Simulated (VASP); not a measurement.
**Rh: relaxation of cell and atoms with PBEsol**

Crystal: Rh.

```xyz
1
Lattice="0.0000 1.9000 1.9000 1.9000 0.0000 1.9000 1.9000 1.9000 0.0000" Properties=species:S:1:pos:R:3 pbc="T T T"
Rh    0.0000    0.0000    0.0000
```

```json
{"Program": "VASP 6.6.1", "Task": "relaxation of cell and atoms", "Functional": "PBEsol", "Potentials or basis": "VASP PAW PBE potentials, release 64 (Rh_pv)", "Cutoff": "500 eV", "k mesh": "20 × 20 × 20", "Occupations": "gaussian, width 0.05 eV", "Spin": "no spin polarisation", "Dipole correction": "no", "Further INCAR settings": "ALGO = Normal; EDIFF = 1e-07; IBRION = 2; EDIFFG = -0.03; NSW = 60; ISIF = 3"}
```

| Item | Value |
| --- | --- |
| Relaxed volume | 13.50 Å³/atom |
| Relaxed cell | a = 2.673 Å, b = 2.673 Å, c = 2.673 Å, α = 60.00°, β = 60.00°, γ = 60.00° |
| Space group after relaxing (to 0.1 Å) | Fm-3m (No. 225) |
| Energy gained by relaxing | 3.2 meV/atom |
| Ionic steps | 3 |
| Pressure after relaxing | -0.1 GPa |
| Band gap on the k mesh | zero (an odd number of electrons rules out a gap without spin polarisation) |

Step by step:
| step | energy change (eV) | largest force (eV/Å) | pressure (GPa) | volume (Å³) |
| --- | --- | --- | --- | --- |
| 1 | 0.0000 | 0.0000 | -4.56 | 13.72 |
| 2 | 0.0186 | 0.0000 | 13.44 | 12.96 |
| 3 | -0.0032 | 0.0000 | -0.07 | 13.50 |

Final structure:
```cif
data_structure
_symmetry_space_group_name_H-M 'P 1'
_symmetry_Int_Tables_number 1
_cell_length_a 2.6728
_cell_length_b 2.6728
_cell_length_c 2.6728
_cell_angle_alpha 60.000
_cell_angle_beta 60.000
_cell_angle_gamma 60.000
_cell_volume 13.50
loop_
_atom_site_label
_atom_site_type_symbol
_atom_site_fract_x
_atom_site_fract_y
_atom_site_fract_z
_atom_site_occupancy
Rh1 Rh 0.00000 0.00000 0.00000 1
```

Levels at points of the mesh, in eV from the Fermi level:
| k point | band 4 | band 5 | band 6 | band 7 | band 8 | band 9 | band 10 | band 11 |
| --- | --- | --- | --- | --- | --- | --- | --- | --- |
| (0.00, 0.00, 0.00) | -8.20 | -3.19 | -3.19 | -3.19 | -1.02 | -1.02 | 15.91 | 20.31 |
| (0.50, 0.00, 0.00) | -6.33 | -3.27 | -3.27 | 0.59 | 0.59 | 0.62 | 8.77 | 15.42 |
| (0.50, 0.50, 0.00) | -6.53 | -6.15 | 0.57 | 1.02 | 1.02 | 3.19 | 12.45 | 13.33 |

It took 39 s on 1 thread of AMD EPYC 9R45 (Zen 5) (shared host), peak memory 0.13 GiB.

Caveat: the PAW data sets were made with another functional, which shifts forces and pressure a little.
